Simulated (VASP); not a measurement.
# AlIn2Sb2As (Cmmm) in VASP: relaxation of cell and atoms with PBE

Aim: the relaxation of cell and atoms of AlIn2Sb2As with PBE.

All numbers are computed with VASP 6.6.1; they aren't measurements. Logs are shortened: lines on timing, memory, paths and dates and some standing lists are left out, and cuts for length are marked.

### Step 1. The cell of the first run

It takes space group Cmmm (No. 65, orthorhombic). Conventional cell: a = 5.511 Å, b = 16.094 Å, c = 4.051 Å, α = 90.00°, β = 90.00°, γ = 90.00°. Within 4.5 Å of Al (site symmetry mmm) lie 4 Sb at 3.41 Å and 4 As at 3.42 Å and 2 Al at 4.05 Å. Within 3.6 Å of In (site symmetry 2/m) lie 2 In at 2.76 Å and 4 Sb at 3.17 Å. Within 3.8 Å of Sb (site symmetry m2m) lie 2 As at 2.86 Å and 4 In at 3.17 Å and 2 Al at 3.41 Å. Within 3.8 Å of As (site symmetry mmm) lie 4 Sb at 2.86 Å and 4 Al at 3.42 Å.

The cell was generated, and may not be a known phase.

### Step 2. Relaxation of cell and atoms, PBE

The input, INCAR:

```
PREC     = Accurate       # precision mode
ENCUT    = 600            # plane-wave cutoff, eV
EDIFF    = 1E-6           # SCF threshold, eV
ISMEAR   = 0              # smearing method
SIGMA    = 0.1            # smearing width, eV
LREAL    = F              # projectors in reciprocal space
LASPH    = T              # aspherical terms in the spheres
NELM     = 80             # most SCF steps
ALGO     = Fast           # electronic algorithm
ISIF     = 3              # what is computed and relaxed
LWAVE    = F              # write WAVECAR
LCHARG   = F              # write CHGCAR
GGA      = PE             # functional
IBRION   = 2              # ionic algorithm
NSW      = 100            # ionic steps
EDIFFG   = -0.01          # ionic threshold
```

The input, KPOINTS:

```
regular mesh
0
Gamma
  8 8 10
```

The input, POSCAR:

```
AlIn2Sb2As
1.0
    2.7552993698     -8.0468659018      0.0000000000
    2.7552993698      8.0468659018      0.0000000000
    0.0000000000      0.0000000000      4.0514580554
Al In Sb As
1 2 2 1
Direct
    0.0000000000      0.0000000000      0.0000000000
    0.5000000000      0.0000000000      0.5000000000
    0.0000000000      0.5000000000      0.5000000000
    0.6251709213      0.3748290787      0.0000000000
    0.3748290787      0.6251709213      0.0000000000
    0.5000000000      0.5000000000      0.5000000000
```

Potentials or basis: VASP PAW PBE potentials, release 64 (Al, In_d, Sb, As).

Launch:

```bash
cat potpaw_PBE.64/Al/POTCAR potpaw_PBE.64/In_d/POTCAR potpaw_PBE.64/Sb/POTCAR potpaw_PBE.64/As/POTCAR > POTCAR
mpirun -np 1 vasp_std > vasp.out
```

OUTCAR:

```text
PREC = Accurate
   ENCUT = 600
   EDIFF = 1E-6
   ISMEAR = 0
   LREAL = F
   LASPH = T
   NELM = 80
   ISIF = 3
   GGA = PE
   IBRION = 2
   NSW = 100
   EDIFFG = -0.01

 ion  position               nearest neighbor table
   1  0.000  0.000  0.000-   4 3.41   5 3.41   4 3.41   5 3.41
   2  0.500  0.000  0.500-   3 2.76   3 2.76   5 3.17   4 3.17   5 3.17   4 3.17
   3  0.000  0.500  0.500-   2 2.76   2 2.76   5 3.17   4 3.17   5 3.17   4 3.17
   4  0.625  0.375  0.000-   6 2.86   6 2.86   2 3.17   2 3.17   3 3.17   3 3.17   1 3.41   1 3.41

   5  0.375  0.625  0.000-   6 2.86   6 2.86   2 3.17   2 3.17   3 3.17   3 3.17   1 3.41   1 3.41

   6  0.500  0.500  0.500-   4 2.86   5 2.86   4 2.86   5 2.86

  LATTYP: Found a base centered orthorhombic cell.
 ALAT       =     5.5105987396
 B/A-ratio  =     2.9205051146
 C/A-ratio  =     0.7352119519

  Lattice vectors:

 A1 = (   2.7552993698,  -8.0468659018,   0.0000000000)
 A2 = (   2.7552993698,   8.0468659018,   0.0000000000)
 A3 = (   0.0000000000,   0.0000000000,   4.0514580554)

Analysis of symmetry for initial positions (statically):
=====================================================================
 Subroutine PRICEL returns:
 Original cell was already a primitive cell.

 Routine SETGRP: Setting up the symmetry group for a
 base centered orthorhombic supercell.

 Subroutine GETGRP returns: Found  8 space group operations
 (whereof  8 operations were pure point group operations)
 out of a pool of  8 trial point group operations.

The static configuration has the point symmetry D_2h.

Analysis of symmetry for dynamics (positions and initial velocities):
=====================================================================
 Subroutine PRICEL returns:
 Original cell was already a primitive cell.

 Routine SETGRP: Setting up the symmetry group for a
 base centered orthorhombic supercell.

 Subroutine GETGRP returns: Found  8 space group operations
 (whereof  8 operations were pure point group operations)
 out of a pool of  8 trial point group operations.

The dynamic configuration has the point symmetry D_2h.

 Subroutine INISYM returns: Found  8 space group operations
 (whereof  8 operations are pure point group operations),
 and found     1 'primitive' translations

----------------------------------------------------------------------------------------

                                     Primitive cell

  volume of cell :     179.6540

  direct lattice vectors                    reciprocal lattice vectors
     2.755299370 -8.046865902  0.000000000     0.181468484 -0.062135993  0.000000000
     2.755299370  8.046865902  0.000000000     0.181468484  0.062135993  0.000000000
     0.000000000  0.000000000  4.051458055     0.000000000  0.000000000  0.246824720

  length of vectors
     8.505511475  8.505511475  4.051458055     0.191811606  0.191811606  0.246824720

  position of ions in fractional coordinates (direct lattice)
     0.000000000  0.000000000  0.000000000
     0.500000000  0.000000000  0.500000000
     0.000000000  0.500000000  0.500000000
     0.625170921  0.374829079  0.000000000
     0.374829079  0.625170921  0.000000000
     0.500000000  0.500000000  0.500000000

  ion indices of the primitive-cell ions
   primitive index   ion index
                 1           1
                 2           2
                 3           3
                 4           4
                 5           5
                 6           6

----------------------------------------------------------------------------------------

 KPOINTS: regular mesh

Automatic generation of k-mesh.
 Grid dimensions read from file:
 generate k-points for:    8    8   10

 Generating k-lattice:

  Cartesian coordinates                     Fractional coordinates (reciprocal lattice)
     0.022683561 -0.007766999  0.000000000     0.125000000  0.000000000  0.000000000
     0.022683561  0.007766999  0.000000000     0.000000000  0.125000000  0.000000000
     0.000000000  0.000000000  0.024682472     0.000000000  0.000000000  0.100000000

  Length of vectors
     0.023976451  0.023976451  0.024682472

  Shift w.r.t. Gamma in fractional coordinates (k-lattice)
     0.000000000  0.000000000  0.000000000

 Subroutine IBZKPT returns following result:
 ===========================================

 Found    126 irreducible k-points:

 Following reciprocal coordinates:
            Coordinates               Weight
  0.000000  0.000000  0.000000      1.000000
  0.125000  0.000000  0.000000      4.000000
  0.250000  0.000000  0.000000      4.000000
  0.375000  0.000000  0.000000      4.000000
  0.500000  0.000000  0.000000      2.000000
  0.125000  0.125000  0.000000      2.000000
[... 16 lines left out ...]
  0.125000  0.000000  0.100000      8.000000
  0.250000  0.000000  0.100000      8.000000
 [... further k-points ...]
   k-points           NKPTS =    126   k-points in BZ     NKDIM =    126   number of bands    NBANDS=     26
   number of dos      NEDOS =    301   number of ions     NIONS =      6
   total plane-waves  NPLWV = 156800
   dimension x,y,z NGX =    70 NGY =   70 NGZ =   32
   dimension x,y,z NGXF=   140 NGYF=  140 NGZF=   64
   ions per type =               1   2   2   1
   NGX,Y,Z   is equivalent  to a cutoff of  13.68, 13.68, 13.13 a.u.
   NGXF,Y,Z  is equivalent  to a cutoff of  27.36, 27.36, 26.26 a.u.
 SYSTEM =  unknown system
   PREC   = accura    normal or accurate (medium, high low for compatibility)
   ISTART =      0    job   : 0-new  1-cont  2-samecut
   ICHARG =      2    charge: 1-file 2-atom 10-const
   ISPIN  =      1    spin polarized calculation?
   LNONCOLLINEAR =      F non collinear calculations
   LSORBIT =      F    spin-orbit coupling
   LASPH  =      T    aspherical Exc in radial PAW
   ENCUT  =  600.0 eV  44.10 Ry    6.64 a.u.  16.99 16.99  8.09*2*pi/ulx,y,z
   NELM   =     80;   NELMIN=  2; NELMDL= -5     # of ELM steps
   EDIFF  = 0.1E-05   stopping-criterion for ELM
   LREAL  =      F    real-space projection
   EDIFFG = -.1E-01   stopping-criterion for IOM
   NSW    =    100    number of steps for IOM
   IBRION =      2    ionic relax: 0-MD 1-quasi-New 2-CG
   NFREE  =      1    steps in history (QN), initial steepest desc. (CG)
   ISIF   =      3    stress and relaxation
   ISYM   =      2    0-nonsym 1-usesym 2-fastsym
   POTIM  = 0.5000    time-step for ionic-motion
   TEBEG  =    0.0;   TEEND  =   0.0 temperature during run
   PSTRESS=    0.0 pullay stress
   NELECT =      44.0000    total number of electrons
   NUPDOWN=      -1.0000    fix difference up-down
   EMIN   =  10.00;   EMAX   =-10.00  energy-range for DOS
   EFERMI =   0.00;   METHOD = LEGACY
   ISMEAR =     0;   SIGMA  =   0.10  broadening in eV -4-tet -1-fermi 0-gaus
   EFERMI_NEDOS =   21; number of points for ismear=-14 and -15
   IALGO  =     68    algorithm
   IMIX   =      4    mixing-type and parameters
     AMIX     =   0.40;   BMIX     =  1.00
     AMIX_MAG =   1.60;   BMIX_MAG =  1.00
  volume/ion in A,a.u.               =      29.94       202.06
  Fermi-wavevector in a.u.,A,eV,Ry     =   1.024268  1.935585 14.274199  1.049124
  Thomas-Fermi vector in A             =   2.158046
   LORBIT       =      0    0 simple, 1 ext, 2 COOP (PROOUT), +10 PAW based schemes
   GGA     = PE    functional components
   LHFCALC =     F    Hartree Fock is set to
   AEXX    =    0.0000 exact exchange contribution
   IVDW    =     0    specifies the selected vdW correction
   LEPSILON=     F    determine dielectric tensor
   LRPA    =     F    only Hartree local field effects (RPA)
 conjugate gradient relaxation of ions
 non-spin polarized calculation
 RMM-DIIS sequential band-by-band and
 Gauss-broadening in eV      SIGMA  =   0.10
  energy-cutoff  :      600.00
  volume of cell :      179.65
 maximum number of plane-waves:      6032
 NGX is ok and might be reduce to    70
   NGX = 33   NGY = 33   NGZ = 17

--------------------------------------- Ionic step        1  -------------------------------------------

 number of electron      43.9999998 magnetization

 Free energy of the ion-electron system (eV)
  ---------------------------------------------------
  ext. energy  EPLUGINS =         0.00000000
  ---------------------------------------------------
  free energy    TOTEN  =       -19.72978891 eV

  energy without entropy =      -19.71344483  energy(sigma->0) =      -19.72161687

------------------------ aborting loop because EDIFF is reached ----------------------------------------

  FORCE on cell =-STRESS in cart. coord.  units (eV):
  Direction    XX          YY          ZZ          XY          YZ          ZX
  --------------------------------------------------------------------------------------
  -------------------------------------------------------------------------------------
  Total        0.1578309      0.0808131      0.2565068      0.0000000      0.0000000      0.0000000
  in kB        1.4075559      0.7207012      2.2875608      0.0000000      0.0000000      0.0000000
  external PRESSURE =       1.4719393 kB  Pullay stress =       0.0000000 kB
[... 101 lines left out ...]
  FREE ENERGIE OF THE ION-ELECTRON SYSTEM (eV)
  ---------------------------------------------------
  free  energy   TOTEN  =       -19.7322023710 eV

  energy  without entropy=      -19.7162585624  energy(sigma->0) =      -19.72423047

[... ionic steps 4 to 11 ...]

--------------------------------------- Ionic step       12  -------------------------------------------

 number of electron      43.9999990 magnetization

------------------------ aborting loop because EDIFF is reached ----------------------------------------
[... 75 lines left out ...]
--------------------------------------- Ionic step       14  -------------------------------------------

 number of electron      43.9999990 magnetization

 Free energy of the ion-electron system (eV)
  ---------------------------------------------------
  ext. energy  EPLUGINS =         0.00000000
  ---------------------------------------------------
  free energy    TOTEN  =       -19.73527417 eV

  energy without entropy =      -19.72420092  energy(sigma->0) =      -19.72973754

 E-fermi :   5.1416     XC(G=0):  -9.0690

 val. band max:        5.1193533090   @ k =   0.1250   0.1250   0.2000
 cond. band min:       5.1417238641   @ k =   0.5000   0.2500   0.2000
 fundamental gap:      0.0223705551
 Fermi energy:         5.1416332637

 k-point     1 :       0.0000    0.0000    0.0000
  band No.  band energies     occupation
      1     -10.1935      2.00000
      2      -9.7457      2.00000
      3      -9.7148      2.00000
      4      -9.4622      2.00000
      5      -9.4496      2.00000
      6      -9.3760      2.00000
[... 685 lines left out ...]
     25       6.8266      0.00000
     26       7.5122      0.00000

 [... further k-points ...]

------------------------ aborting loop because EDIFF is reached ----------------------------------------

  FORCE on cell =-STRESS in cart. coord.  units (eV):
  Direction    XX          YY          ZZ          XY          YZ          ZX
  --------------------------------------------------------------------------------------
  -------------------------------------------------------------------------------------
  Total        0.0563741     -0.0598763     -0.0356628     -0.0000000      0.0000000      0.0000000
  in kB        0.5008189     -0.5319320     -0.3168227     -0.0000000      0.0000000      0.0000000
  external PRESSURE =      -0.1159786 kB  Pullay stress =       0.0000000 kB
[... 21 lines left out ...]
  FREE ENERGIE OF THE ION-ELECTRON SYSTEM (eV)
  ---------------------------------------------------
  free  energy   TOTEN  =       -19.7352741727 eV

  energy  without entropy=      -19.7242009161  energy(sigma->0) =      -19.72973754

 reached required accuracy - stopping structural energy minimisation
```

Run time: 3 h. Hardware: 1 thread of Oxide Virtual Turin-like, shared host; peak memory 0.99 GiB.

Results:

```
Free energy                           : -19.7353 eV
Relaxed volume                        : 30.06 Å³/atom
Relaxed cell                          : a = 8.452 Å, b = 8.452 Å, c = 4.117 Å, α = 90.00°, β = 90.00°, γ = 142.18°
Space group after relaxing (to 0.1 Å) : Cmmm (No. 65)
Energy gained by relaxing             : 0.9 meV/atom
Ionic steps                           : 14
Pressure after relaxing               : 0.0 GPa
Band gap on the k mesh                : zero (bands 22 and 23 overlap by 1.47 eV)
```

Stress tensor (GPa, compression positive):
```
 0.05  0.00  0.00
 0.00 -0.05  0.00
 0.00  0.00 -0.03
```

The path:
| step | energy change (eV) | largest force (eV/Å) | pressure (GPa) | volume (Å³) |
| --- | --- | --- | --- | --- |
| 1 | 0.0000 | 0.1170 | 0.15 | 179.65 |
| 2 | -0.0016 | 0.0939 | 0.02 | 180.37 |
| 3 | -0.0024 | 0.0607 | -0.15 | 181.44 |
| 4 | -0.0037 | 0.0201 | -0.07 | 180.95 |
| 5 | -0.0041 | 0.0006 | -0.04 | 180.71 |
| 6 | -0.0040 | 0.0428 | 0.12 | 180.22 |
| 7 | -0.0041 | 0.0179 | 0.05 | 180.50 |
| 8 | -0.0048 | 0.0237 | 0.01 | 180.51 |
| 9 | -0.0049 | 0.0302 | -0.01 | 180.52 |
| 10 | -0.0050 | 0.0280 | -0.01 | 180.51 |
| 11 | -0.0052 | 0.0192 | 0.00 | 180.46 |
| 12 | -0.0054 | 0.0097 | 0.00 | 180.40 |
| 13 | -0.0054 | 0.0086 | -0.01 | 180.28 |
| 14 | -0.0055 | 0.0017 | -0.01 | 180.35 |

Final structure:
```yaml
crystal:
  lattice:
    - [2.73913, -7.99628, 0.00000]
    - [2.73913, 7.99628, 0.00000]
    - [0.00000, 0.00000, 4.11698]
  atoms:
    - { symbol: Al, position: [0.00000, 0.00000, 0.00000] }
    - { symbol: In, position: [0.50000, 0.00000, 0.50000] }
    - { symbol: In, position: [0.00000, 0.50000, 0.50000] }
    - { symbol: Sb, position: [0.62327, 0.37673, 0.00000] }
    - { symbol: Sb, position: [0.37673, 0.62327, 0.00000] }
    - { symbol: As, position: [0.50000, 0.50000, 0.50000] }
```

Levels at points of the mesh, in eV from the Fermi level:
| k point | band 19 | band 20 | band 21 | band 22 | band 23 | band 24 | band 25 | band 26 |
| --- | --- | --- | --- | --- | --- | --- | --- | --- |
| (0.00, 0.00, 0.00) | -2.71 | -1.14 | 0.22 | 0.47 | 0.73 | 0.97 | 1.11 | 1.45 |
| (0.50, 0.00, 0.00) | -1.57 | -0.20 | 0.08 | 0.41 | 0.72 | 1.75 | 2.60 | 2.86 |
| (0.50, 0.50, 0.00) | -1.67 | -1.54 | -0.89 | -0.85 | -0.79 | 1.00 | 2.59 | 2.82 |
| (0.00, 0.00, 0.50) | -1.38 | -1.36 | -1.12 | -0.85 | -0.31 | 0.45 | 0.59 | 0.93 |
| (0.50, 0.00, 0.50) | -2.44 | -1.92 | -1.86 | -0.91 | 0.65 | 1.36 | 1.57 | 3.14 |
| (0.50, 0.50, 0.50) | -2.11 | -1.87 | -1.55 | -0.80 | -0.50 | -0.40 | 0.81 | 1.44 |

Caveat: spin-orbit coupling is left out, which moves the levels of the heavy elements.

The gap in the log of VASP goes by the Fermi energy; the results here count the filled bands.